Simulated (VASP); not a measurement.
# GaN (kat) (F-43m) in VASP: vibrations by perturbation theory with LDA

Aim: the vibrations by perturbation theory of GaN (kat) with LDA.

All numbers are computed with VASP 6.6.1; they aren't measurements. Logs are shortened: lines on timing, memory, paths and dates and some standing lists are left out, and cuts for length are marked.

## 1. The cell of the first run

Symmetry: F-43m, No. 216, cubic system. Conventional cell: a = 4.498 Å, b = 4.498 Å, c = 4.498 Å, α = 90.00°, β = 90.00°, γ = 90.00°. Ga (site symmetry -43m) has 4 N at 1.95 Å within 2.6 Å. N (site symmetry -43m) has 4 Ga at 1.95 Å within 2.6 Å.

## 2. Vibrations by perturbation theory, LDA

File INCAR:

```
PREC = Accurate ; ENCUT = 520
EDIFF = 1E-8 ; ISMEAR = 0
SIGMA = 0.01 ; LREAL = F
LASPH = T ; NELM = 100
ALGO = Normal ; ISIF = 2
LWAVE = F ; LCHARG = F
IBRION = 8 ; NSW = 1
LEPSILON = T
```

File KPOINTS:

```
Automatic mesh
0
Gamma
  10 10 10
```

File POSCAR:

```
GaN
1.0
    0.0000000000      2.2490778363      2.2490778363
    2.2490778363      0.0000000000      2.2490778363
    2.2490778363      2.2490778363      0.0000000000
Ga N
1 1
Direct
    0.0000000000      0.0000000000      0.0000000000
    0.2500000000      0.2500000000      0.2500000000
```

Potentials or basis: VASP PAW LDA potentials, release 64 (Ga_d, N).

Command:

```sh
$ cat potpaw_LDA.64/Ga_d/POTCAR potpaw_LDA.64/N/POTCAR > POTCAR
$ mpirun -np 1 vasp_std > vasp.out
```

OUTCAR:

```text
PREC = Accurate
   ENCUT = 520
   EDIFF = 1E-8
   ISMEAR = 0
   LREAL = F
   LASPH = T
   NELM = 100
   ISIF = 2
   IBRION = 8
   NSW = 1
   LEPSILON = T

 ion  position               nearest neighbor table
   1  0.000  0.000  0.000-   2 1.95   2 1.95   2 1.95   2 1.95
   2  0.250  0.250  0.250-   1 1.95   1 1.95   1 1.95   1 1.95

  LATTYP: Found a face centered cubic cell.
 ALAT       =     4.4981556726

  Lattice vectors:

 A1 = (   0.0000000000,   2.2490778363,   2.2490778363)
 A2 = (   2.2490778363,   0.0000000000,   2.2490778363)
 A3 = (   2.2490778363,   2.2490778363,   0.0000000000)

Analysis of symmetry for initial positions (statically):
=====================================================================
 Subroutine PRICEL returns:
 Original cell was already a primitive cell.

 Routine SETGRP: Setting up the symmetry group for a
 face centered cubic supercell.

 Subroutine GETGRP returns: Found 24 space group operations
 (whereof 24 operations were pure point group operations)
 out of a pool of 48 trial point group operations.

The static configuration has the point symmetry T_d .

Analysis of symmetry for dynamics (positions and initial velocities):
=====================================================================
 Subroutine PRICEL returns:
 Original cell was already a primitive cell.

 Routine SETGRP: Setting up the symmetry group for a
 face centered cubic supercell.

 Subroutine GETGRP returns: Found 24 space group operations
 (whereof 24 operations were pure point group operations)
 out of a pool of 48 trial point group operations.

The dynamic configuration has the point symmetry T_d .

 Subroutine INISYM returns: Found 24 space group operations
 (whereof 24 operations are pure point group operations),
 and found     1 'primitive' translations

----------------------------------------------------------------------------------------

                                     Primitive cell

  volume of cell :      22.7533

  direct lattice vectors                    reciprocal lattice vectors
     0.000000000  2.249077836  2.249077836    -0.222313337  0.222313337  0.222313337
     2.249077836  0.000000000  2.249077836     0.222313337 -0.222313337  0.222313337
     2.249077836  2.249077836  0.000000000     0.222313337  0.222313337 -0.222313337

  length of vectors
     3.180676379  3.180676379  3.180676379     0.385057996  0.385057996  0.385057996

  position of ions in fractional coordinates (direct lattice)
     0.000000000  0.000000000  0.000000000
     0.250000000  0.250000000  0.250000000

  ion indices of the primitive-cell ions
   primitive index   ion index
                 1           1
                 2           2

----------------------------------------------------------------------------------------

 KPOINTS: Automatic mesh

Automatic generation of k-mesh.
 Grid dimensions read from file:
 generate k-points for:   10   10   10

 Generating k-lattice:

[... 532 lines left out ...]

 Free energy of the ion-electron system (eV)
  ---------------------------------------------------
  ---------------------------------------------------
  free energy    TOTEN  =        -0.32757544 eV

  energy without entropy =       -0.32757544

------------------------ aborting loop because EDIFF is reached ----------------------------------------

--------------------------------------- Ionic step        2  -------------------------------------------

------------------------ aborting loop because EDIFF is reached ----------------------------------------

--------------------------------------- Ionic step        3  -------------------------------------------

------------------------ aborting loop because EDIFF is reached ----------------------------------------

 PIEZOELECTRIC TENSOR FIELD DIRECTION 3  (e Angst)
 -----------------------------------------------------------------------------
    -0.00118 -1.44528  0.00000           ( -0.00001 -0.10937  0.00000)
    -1.44528 -0.00118  0.00000           ( -0.10937 -0.00001  0.00000)
     0.00000  0.00000  0.00123           (  0.00000  0.00000 -0.00000)

 PIEZOELECTRIC TENSOR FIELD DIRECTION 3  (C/m^2)
 -----------------------------------------------------------------------------
    -0.00083 -1.01770  0.00000
    -1.01770 -0.00083  0.00000
     0.00000  0.00000  0.00087

--------------------------------------- Ionic step        4  -------------------------------------------

------------------------ aborting loop because EDIFF is reached ----------------------------------------

[... ionic steps 5 to 6 ...]

--------------------------------------- Ionic step        7  -------------------------------------------

 Free energy of the ion-electron system (eV)
  ---------------------------------------------------
  ---------------------------------------------------
  free energy    TOTEN  =        -0.22878056 eV

  energy without entropy =       -0.22878056

------------------------ aborting loop because EDIFF is reached ----------------------------------------

 INTERNAL STRAIN TENSOR  FOR ION    2  DIRECTION 1   (eV/Angst):
 -----------------------------------------------------------------------------
     0.00261  0.00000  0.00000
     0.00000 -0.00500 -7.78858
     0.00000 -7.78858 -0.00500

 MACROSCOPIC STATIC DIELECTRIC TENSOR (including local field effects in DFT)
 ------------------------------------------------------
           5.945667     0.000000     0.000000
          -0.000000     5.945667    -0.000000
          -0.000000     0.000000     5.945667
 ------------------------------------------------------

 PIEZOELECTRIC TENSOR (including local field effects)  for field in x, y, z        (e  Angst)
          XX          YY          ZZ          XY          YZ          ZX
  --------------------------------------------------------------------------------
  x    -0.00000     0.00000     0.00000     0.00000    -1.44648     0.00000
  y    -0.00000     0.00000    -0.00000     0.00000     0.00000    -1.44648
  z     0.00000     0.00000    -0.00000    -1.44648     0.00000     0.00000

 PIEZOELECTRIC TENSOR (including local field effects)  for field in x, y, z        (C/m^2)
          XX          YY          ZZ          XY          YZ          ZX
  --------------------------------------------------------------------------------
  x    -0.00000     0.00000     0.00000     0.00000    -1.01855     0.00000
  y    -0.00000     0.00000    -0.00000     0.00000     0.00000    -1.01855
  z     0.00000     0.00000    -0.00000    -1.01855     0.00000     0.00000

 BORN EFFECTIVE CHARGES (including local field effects) (in |e|, cummulative output)
 ---------------------------------------------------------------------------------
 ion    1
    1     2.64028     0.00000     0.00000
    2     0.00000     2.64028    -0.00000
    3     0.00000    -0.00000     2.64028
 ion    2
    1    -2.64028     0.00000    -0.00000
    2     0.00000    -2.64028     0.00000
    3    -0.00000     0.00000    -2.64028

 INTERNAL STRAIN TENSOR FOR ION    2 for displacements in x,y,z  (eV/Angst):
          X           Y           Z          XY          YZ          ZX
  --------------------------------------------------------------------------------
  x     0.00000    -0.00000    -0.00000     0.00000    -7.78858     0.00000
  y     0.00000    -0.00000     0.00000     0.00000     0.00000    -7.78858
  z    -0.00000    -0.00000     0.00000    -7.78858     0.00000     0.00000

 SECOND DERIVATIVES (NOT SYMMETRIZED)
 ------------------------------------
               1X          1Y          1Z          2X          2Y          2Z
  1X   -12.268059    0.000000    0.000000   12.268059    0.000000    0.000000
  1Y     0.000000  -12.268059    0.000000    0.000000   12.268059    0.000000
  1Z     0.000000    0.000000  -12.268059    0.000000    0.000000   12.268059
  2X    12.227624    0.000000    0.000000  -12.227624    0.000000    0.000000
  2Y     0.000000   12.227624    0.000000    0.000000  -12.227624    0.000000
  2Z     0.000000    0.000000   12.227624    0.000000    0.000000  -12.227624

 Eigenvectors and eigenvalues of the dynamical matrix
 ----------------------------------------------------

   1 f  =   16.013982 THz   100.618813 2PiTHz  534.168925 cm-1    66.228476 meV
             X         Y         Z           dx          dy          dz
      0.000000  0.000000  0.000000     0.409330    0.011057   -0.003926
      1.124539  1.124539  1.124539    -0.911936   -0.024633    0.008747
[... 21 lines left out ...]
   6 f/i=    0.009876 THz     0.062050 2PiTHz    0.329413 cm-1     0.040842 meV
             X         Y         Z           dx          dy          dz
      0.000000  0.000000  0.000000     0.177467   -0.891621   -0.076341
      1.124539  1.124539  1.124539     0.079658   -0.400211   -0.034266

--------------------------------------------------------------------------------------------------------

 MACROSCOPIC STATIC DIELECTRIC TENSOR IONIC CONTRIBUTION
 ------------------------------------------------------
           4.526504    -0.000000     0.000000
          -0.000000     4.526504     0.000000
           0.000000     0.000000     4.526504
 ------------------------------------------------------

 ELASTIC MODULI CONTR FROM IONIC RELAXATION (kBar)
 Direction    XX          YY          ZZ          XY          YZ          ZX
 --------------------------------------------------------------------------------
 XX          -0.0000     -0.0000      0.0000     -0.0000      0.0000      0.0000
 YY          -0.0000     -0.0000     -0.0000     -0.0000     -0.0000      0.0000
 ZZ           0.0000     -0.0000     -0.0000      0.0000     -0.0000      0.0000
 XY          -0.0000     -0.0000      0.0000   -321.3122     -0.0000     -0.0000
 YZ           0.0000     -0.0000     -0.0000     -0.0000   -321.3122      0.0000
 ZX           0.0000      0.0000      0.0000     -0.0000      0.0000   -321.3122
 --------------------------------------------------------------------------------

 PIEZOELECTRIC TENSOR IONIC CONTR  for field in x, y, z        (C/m^2)
          XX          YY          ZZ          XY          YZ          ZX
  --------------------------------------------------------------------------------
  x    -0.00000     0.00000     0.00000     0.00000     1.13479    -0.00000
  y    -0.00000    -0.00000    -0.00000     0.00000    -0.00000     1.13479
  z     0.00000     0.00000    -0.00000     1.13479     0.00000     0.00000
```

It took 15 min on 1 thread of AMD EPYC 7R13, shared host; peak memory 0.22 GiB.

What came out:

| Property | Result |
| --- | --- |
| Electronic dielectric tensor (diagonal) | 5.95 |
| Born charges (mean of the diagonal) | Ga +2.64; N -2.64 e |
| Highest phonon frequency at Γ, LO-TO splitting left out | 534 cm⁻¹ |

Phonon frequencies in cm⁻¹ (negative: imaginary):
| q point | frequencies |
| --- | --- |
| (0.000, 0.000, 0.000) | 0 0 0 534 534 534 |

Electronic dielectric tensor:
```
5.95 0.00 0.00
0.00 5.95 0.00
0.00 0.00 5.95
```

Born effective charge tensors (e):
atom 1, Ga
```
2.64 0.00 0.00
0.00 2.64 0.00
0.00 0.00 2.64
```
atom 2, N
```
-2.64  0.00  0.00
 0.00 -2.64  0.00
 0.00  0.00 -2.64
```

Caveat: the cell wasn't relaxed at this level first, which shifts response properties.
